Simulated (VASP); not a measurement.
# MnSi (P4/nmm) in VASP: further runs

The runs below take MnSi through single point, relaxation of cell and atoms, with PBE.

Everything below comes from runs of VASP 6.6.1. Logs are shortened: lines on timing, memory, paths and dates and some standing lists are left out, and cuts for length are marked.

## Step 1: The cell of the first run

Symmetry: P4/nmm, No. 129, tetragonal system. Conventional cell: a = 3.369 Å, b = 3.369 Å, c = 4.257 Å, α = 90.00°, β = 90.00°, γ = 90.00°. Within 2.6 Å of Mn (site symmetry 4mm) lie 4 Si at 1.96 Å. Si (site symmetry -4m2) has 4 Mn at 1.96 Å and 4 Si at 2.38 Å within 2.6 Å.

## Step 2: Single point, PBE, collinear spin, ferromagnetic start

Input file INCAR:

```
PREC = Accurate ; ENCUT = 520
EDIFF = 1E-6 ; ISMEAR = 0
SIGMA = 0.1 ; LREAL = False
LASPH = True ; NELM = 150
ALGO = Normal ; ISIF = 2
LWAVE = False ; LCHARG = True
ISPIN = 2 ; MAGMOM = 4 4 0 0
LORBIT = 11 ; LMAXMIX = 4
GGA = PE ; LELF = True
LVHAR = True ; NBANDS = 29
```

Input file KPOINTS:

```
Automatic mesh
0
Gamma
  6 6 4
```

Input file POSCAR:

```
MnSi
1.0
    3.3689833746      0.0000000000      0.0000000000
    0.0000000000      3.3689833746      0.0000000000
    0.0000000000      0.0000000000      4.2570034489
Mn Si
2 2
Direct
    0.0000000000      0.5000000000      0.2351000000
    0.5000000000      0.0000000000      0.7649000000
    0.0000000000      0.0000000000      0.0000000000
    0.5000000000      0.5000000000      0.0000000000
```

Potentials or basis: VASP PAW PBE potentials, release 64 (Mn_pv, Si).

Run with:

```console
$ cat potpaw_PBE.64/Mn_pv/POTCAR potpaw_PBE.64/Si/POTCAR > POTCAR
$ mpirun -np 1 vasp_std > vasp.out
```

OUTCAR:

```text
PREC = Accurate
   ENCUT = 520
   EDIFF = 1E-6
   ISMEAR = 0
   LREAL = False
   LASPH = True
   NELM = 150
   ISIF = 2
   ISPIN = 2
   LORBIT = 11
   GGA = PE

 ion  position               nearest neighbor table
   1  0.000  0.500  0.235-   3 1.96   4 1.96   3 1.96   4 1.96   2 3.11   2 3.11   2 3.11   2 3.11

   2  0.500  0.000  0.765-   3 1.96   4 1.96   4 1.96   3 1.96   1 3.11   1 3.11   1 3.11   1 3.11

   3  0.000  0.000  0.000-   1 1.96   2 1.96   1 1.96   2 1.96   4 2.38   4 2.38   4 2.38   4 2.38

   4  0.500  0.500  0.000-   1 1.96   2 1.96   2 1.96   1 1.96   3 2.38   3 2.38   3 2.38   3 2.38

  LATTYP: Found a simple tetragonal cell.
 ALAT       =     3.3689833746
 C/A-ratio  =     1.2635869565

  Lattice vectors:

 A1 = (   3.3689833746,   0.0000000000,   0.0000000000)
 A2 = (   0.0000000000,   3.3689833746,   0.0000000000)
 A3 = (   0.0000000000,   0.0000000000,   4.2570034489)

Analysis of symmetry for initial positions (statically):
=====================================================================
 Subroutine PRICEL returns:
 Original cell was already a primitive cell.

 Routine SETGRP: Setting up the symmetry group for a
 simple tetragonal supercell.

 Subroutine GETGRP returns: Found 16 space group operations
 (whereof  8 operations were pure point group operations)
 out of a pool of 16 trial point group operations.

The static configuration has the point symmetry D_2d.
 The point group associated with its full space group is D_4h.

Analysis of symmetry for dynamics (positions and initial velocities):
=====================================================================
 Subroutine PRICEL returns:
 Original cell was already a primitive cell.

 Routine SETGRP: Setting up the symmetry group for a
 simple tetragonal supercell.

 Subroutine GETGRP returns: Found 16 space group operations
 (whereof  8 operations were pure point group operations)
 out of a pool of 16 trial point group operations.

The dynamic configuration has the point symmetry D_2d.
 The point group associated with its full space group is D_4h.

Analysis of structural, dynamic, and magnetic symmetry:
=====================================================================
 Subroutine PRICEL returns:
 Original cell was already a primitive cell.

 Routine SETGRP: Setting up the symmetry group for a
 simple tetragonal supercell.

 Subroutine GETGRP returns: Found 16 space group operations
 (whereof  8 operations were pure point group operations)
 out of a pool of 16 trial point group operations.

The overall configuration has the point symmetry D_2d.
 The point group associated with its full space group is D_4h.

 Subroutine INISYM returns: Found 16 space group operations
 (whereof  8 operations are pure point group operations),
 and found     1 'primitive' translations

----------------------------------------------------------------------------------------

                                     Primitive cell

  volume of cell :      48.3172

  direct lattice vectors                    reciprocal lattice vectors
     3.368983375  0.000000000  0.000000000     0.296825448  0.000000000  0.000000000
     0.000000000  3.368983375  0.000000000     0.000000000  0.296825448  0.000000000
     0.000000000  0.000000000  4.257003449     0.000000000  0.000000000  0.234907021

  length of vectors
     3.368983375  3.368983375  4.257003449     0.296825448  0.296825448  0.234907021

  position of ions in fractional coordinates (direct lattice)
     0.000000000  0.500000000  0.235100000
     0.500000000  0.000000000  0.764900000
     0.000000000  0.000000000  0.000000000
     0.500000000  0.500000000  0.000000000

  ion indices of the primitive-cell ions
   primitive index   ion index
                 1           1
                 2           2
                 3           3
                 4           4

----------------------------------------------------------------------------------------

 KPOINTS: Automatic mesh

Automatic generation of k-mesh.
 Grid dimensions read from file:
 generate k-points for:    6    6    4

 Generating k-lattice:

  Cartesian coordinates                     Fractional coordinates (reciprocal lattice)
     0.049470908  0.000000000  0.000000000     0.166666667  0.000000000  0.000000000
     0.000000000  0.049470908  0.000000000     0.000000000  0.166666667  0.000000000
     0.000000000  0.000000000  0.058726755     0.000000000  0.000000000  0.250000000

  Length of vectors
     0.049470908  0.049470908  0.058726755

  Shift w.r.t. Gamma in fractional coordinates (k-lattice)
     0.000000000  0.000000000  0.000000000

 Subroutine IBZKPT returns following result:
 ===========================================

 Found     30 irreducible k-points:

 Following reciprocal coordinates:
            Coordinates               Weight
  0.000000  0.000000  0.000000      1.000000
  0.166667  0.000000  0.000000      4.000000
  0.333333  0.000000  0.000000      4.000000
  0.500000  0.000000  0.000000      2.000000
  0.166667  0.166667  0.000000      4.000000
  0.333333  0.166667  0.000000      8.000000
[... 16 lines left out ...]
  0.333333  0.000000  0.500000      4.000000
  0.500000  0.000000  0.500000      2.000000
 [... further k-points ...]
   k-points           NKPTS =     30   k-points in BZ     NKDIM =     30   number of bands    NBANDS=     29
   number of dos      NEDOS =    301   number of ions     NIONS =      4
   total plane-waves  NPLWV =  25088
   dimension x,y,z NGX =    28 NGY =   28 NGZ =   32
   dimension x,y,z NGXF=    56 NGYF=   56 NGZF=   64
   ions per type =               2   2
   NGX,Y,Z   is equivalent  to a cutoff of  13.82, 13.82, 12.50 a.u.
   NGXF,Y,Z  is equivalent  to a cutoff of  27.63, 27.63, 24.99 a.u.
 SYSTEM =  unknown system
   PREC   = accura    normal or accurate (medium, high low for compatibility)
   ISTART =      0    job   : 0-new  1-cont  2-samecut
   ICHARG =      2    charge: 1-file 2-atom 10-const
   ISPIN  =      2    spin polarized calculation?
   LNONCOLLINEAR =      F non collinear calculations
   LSORBIT =      F    spin-orbit coupling
   LASPH  =      T    aspherical Exc in radial PAW
   ENCUT  =  520.0 eV  38.22 Ry    6.18 a.u.   6.26  6.26  7.92*2*pi/ulx,y,z
   NELM   =    150;   NELMIN=  2; NELMDL= -5     # of ELM steps
   EDIFF  = 0.1E-05   stopping-criterion for ELM
   LREAL  =      F    real-space projection
   EDIFFG = 0.1E-04   stopping-criterion for IOM
   NSW    =      0    number of steps for IOM
   IBRION =     -1    ionic relax: 0-MD 1-quasi-New 2-CG
   NFREE  =      0    steps in history (QN), initial steepest desc. (CG)
   ISIF   =      2    stress and relaxation
   ISYM   =      2    0-nonsym 1-usesym 2-fastsym
   POTIM  = 0.5000    time-step for ionic-motion
   TEBEG  =    0.0;   TEEND  =   0.0 temperature during run
   PSTRESS=    0.0 pullay stress
   NELECT =      34.0000    total number of electrons
   NUPDOWN=      -1.0000    fix difference up-down
   EMIN   =  10.00;   EMAX   =-10.00  energy-range for DOS
   EFERMI =   0.00;   METHOD = LEGACY
   ISMEAR =     0;   SIGMA  =   0.10  broadening in eV -4-tet -1-fermi 0-gaus
   EFERMI_NEDOS =   21; number of points for ismear=-14 and -15
   IALGO  =     38    algorithm
   IMIX   =      4    mixing-type and parameters
     AMIX     =   0.40;   BMIX     =  1.00
     AMIX_MAG =   1.60;   BMIX_MAG =  1.00
  volume/ion in A,a.u.               =      12.08        81.52
  Fermi-wavevector in a.u.,A,eV,Ry     =   1.456131  2.751689 28.848685  2.120319
  Thomas-Fermi vector in A             =   2.573085
   LORBIT       =     11    0 simple, 1 ext, 2 COOP (PROOUT), +10 PAW based schemes
   GGA     = PE    functional components
   LHFCALC =     F    Hartree Fock is set to
   AEXX    =    0.0000 exact exchange contribution
   IVDW    =     0    specifies the selected vdW correction
   LEPSILON=     F    determine dielectric tensor
   LRPA    =     F    only Hartree local field effects (RPA)
 spin polarized calculation
 Gauss-broadening in eV      SIGMA  =   0.10
  energy-cutoff  :      520.00
  volume of cell :       48.32
 maximum number of plane-waves:      1320
 NGX is ok and might be reduce to    28
   NGX = 13   NGY = 13   NGZ = 15

 number of electron      33.9999996 magnetization       2.4958318

 Free energy of the ion-electron system (eV)
  ---------------------------------------------------
  ext. energy  EPLUGINS =         0.00000000
  ---------------------------------------------------
  free energy    TOTEN  =       -18.95925044 eV

  energy without entropy =      -18.94176731  energy(sigma->0) =      -18.95050887

 E-fermi :   9.9706     XC(G=0): -12.0472

 val. band max:        9.9539922212   @ k =   0.5000   0.1667   0.0000
 cond. band min:       9.9882651358   @ k =   0.3333   0.0000   0.5000
 fundamental gap:      0.0342729145
 Fermi energy:         9.9706015053

 spin component 1

 k-point     1 :       0.0000    0.0000    0.0000
  band No.  band energies     occupation
      1     -37.9643      1.00000
      2     -37.9643      1.00000
      3     -37.9274      1.00000
      4     -37.9274      1.00000
      5     -37.8278      1.00000
      6     -37.7620      1.00000
[... 757 lines left out ...]
     28      21.1397      0.00000
     29      21.8566      0.00000

 [... further k-points ...]

 spin component 2

 k-point     1 :       0.0000    0.0000    0.0000
  band No.  band energies     occupation
      1     -36.7219      1.00000
      2     -36.7219      1.00000
      3     -36.6823      1.00000
      4     -36.6823      1.00000
      5     -36.6605      1.00000
      6     -36.5906      1.00000
[... 757 lines left out ...]
     28      21.5431      0.00000
     29      22.0316      0.00000

 [... further k-points ...]

------------------------ aborting loop because EDIFF is reached ----------------------------------------

  FORCE on cell =-STRESS in cart. coord.  units (eV):
  Direction    XX          YY          ZZ          XY          YZ          ZX
  --------------------------------------------------------------------------------------
  -------------------------------------------------------------------------------------
  Total       35.0733442     35.0733442     18.9445329      0.0000000      0.0000000      0.0000000
  in kB     1163.0168919   1163.0168919    628.1924977      0.0000000      0.0000000      0.0000000
  external PRESSURE =     984.7420938 kB  Pullay stress =       0.0000000 kB

 VOLUME and BASIS-vectors are now :
 -----------------------------------------------------------------------------
  energy-cutoff  :      520.00
  volume of cell :       48.32
      direct lattice vectors                 reciprocal lattice vectors
     3.368983375  0.000000000  0.000000000     0.296825448  0.000000000  0.000000000
     0.000000000  3.368983375  0.000000000     0.000000000  0.296825448  0.000000000
     0.000000000  0.000000000  4.257003449     0.000000000  0.000000000  0.234907021

 POSITION                                       TOTAL-FORCE (eV/Angst)
 -----------------------------------------------------------------------------------
      0.00000      1.68449      1.00082        -0.000000      0.000000     11.752471
      1.68449      0.00000      3.25618         0.000000      0.000000    -11.752471
      0.00000      0.00000      0.00000        -0.000000     -0.000000     -0.000000
      1.68449      1.68449      0.00000        -0.000000      0.000000     -0.000000
 -----------------------------------------------------------------------------------
    total drift:                                0.000000      0.000000     -0.000000

  FREE ENERGIE OF THE ION-ELECTRON SYSTEM (eV)
  ---------------------------------------------------
  free  energy   TOTEN  =       -18.9592504377 eV

  energy  without entropy=      -18.9417673106  energy(sigma->0) =      -18.95050887

 total charge

# of ion       s       p       d       tot
------------------------------------------
    1        0.464   6.383   5.888  12.735
    2        0.464   6.383   5.888  12.735
    3        0.869   1.191   0.000   2.060
    4        0.869   1.191   0.000   2.060
--------------------------------------------------
tot          2.665  15.148  11.776  29.588

 magnetization (x)

# of ion       s       p       d       tot
------------------------------------------
    1        0.041   0.018   1.184   1.243
    2        0.041   0.018   1.184   1.243
    3       -0.009   0.002   0.000  -0.006
    4       -0.009   0.002   0.000  -0.006
--------------------------------------------------
tot          0.065   0.041   2.368   2.473
```

Run time: 35 s. Hardware: 1 thread of Intel Xeon 6975P-C (Granite Rapids), shared host; peak memory 0.21 GiB.

What came out:

```yaml
Free_energy: -18.9593 eV
Pressure: 98.5 GPa
Largest_force: 11.752 eV/Å
Net_moment: 2.50 μB per cell
Site_moments: Mn +1.24; Si -0.01 μB
Valence_electrons_inside_the_program's_atomic_spheres: Mn 12.73; Si 2.06
```

Forces in eV/Å, atoms in the order of the input:
```
Mn    0.000   0.000  11.752
Mn    0.000   0.000 -11.752
Si    0.000   0.000   0.000
Si    0.000   0.000   0.000
```

Stress tensor (GPa, compression positive):
```
116.30   0.00   0.00
  0.00 116.30   0.00
  0.00   0.00  62.82
```

Caveat: the k points lie up to 0.37 Å⁻¹ apart; forces of over 1 eV/Å act on the atoms, so gaps and moduli don't describe the material at rest.

(Continued in part 2 of 2.)
